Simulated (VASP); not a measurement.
The system is MgI2.

```
CELL_PARAMETERS angstrom
4.19568 0.00000 0.00000
-2.09784 3.63357 0.00000
0.00000 0.00000 7.10573
ATOMIC_POSITIONS crystal
Mg 0.00000 0.00000 0.00000
I 0.33333 0.66667 0.23408
I 0.66667 0.33333 0.76592
```

* Program: VASP 6.6.1
* Task: relaxation of cell and atoms
* Functional: PBE
* Potentials or basis: VASP PAW PBE potentials, release 64 (Mg, I)
* Cutoff: 600 eV
* k mesh: 6 × 6 × 4
* Occupations: gaussian, width 0.02 eV
* Spin: no spin polarisation

At the start: pressure 0.4 GPa; volume 36.11 Å³/atom.

**Question.** How do energy, volume and symmetry change on relaxing?

**Answer.** Over 17 steps the energy falls by 4.6 meV/atom and the volume is 39.40 Å³/atom (+9.1 %); space group P-3m1 (No. 164, to 0.05 Å).

Step by step:
```csv
step,energy change (eV),largest force (eV/Å),pressure (GPa),volume (Å³)
1,0.0000,0.0086,0.39,108.33
2,-0.0023,0.0628,0.04,109.73
3,-0.0023,0.0769,-0.03,110.01
4,-0.0032,0.0756,-0.03,110.21
5,-0.0053,0.0718,0.00,110.81
6,-0.0082,0.0654,0.06,111.99
7,-0.0091,0.0528,0.22,114.28
8,-0.0095,0.0552,0.16,113.48
9,-0.0105,0.0556,0.10,114.17
10,-0.0124,0.0560,-0.06,116.23
11,-0.0117,0.0556,-0.35,120.42
12,-0.0129,0.0542,-0.17,117.77
13,-0.0136,0.0012,-0.02,117.95
14,-0.0136,0.0038,0.00,117.96
15,-0.0137,0.0031,0.01,117.97
16,-0.0138,0.0019,0.05,117.99
17,-0.0138,0.0077,0.02,118.21
```

Final structure:
```cif
data_structure
_symmetry_space_group_name_H-M 'P 1'
_symmetry_Int_Tables_number 1
_cell_length_a 4.2019
_cell_length_b 4.2019
_cell_length_c 7.7306
_cell_angle_alpha 90.000
_cell_angle_beta 90.000
_cell_angle_gamma 120.000
_cell_volume 118.21
loop_
_atom_site_label
_atom_site_type_symbol
_atom_site_fract_x
_atom_site_fract_y
_atom_site_fract_z
_atom_site_occupancy
Mg1 Mg 0.00000 0.00000 0.00000 1
I1 I 0.33333 0.66667 0.21649 1
I2 I 0.66667 0.33333 0.78351 1
```

Caveat: this functional lacks dispersion, which binds the layers, so the pressure and a relaxed spacing across them are unreliable.
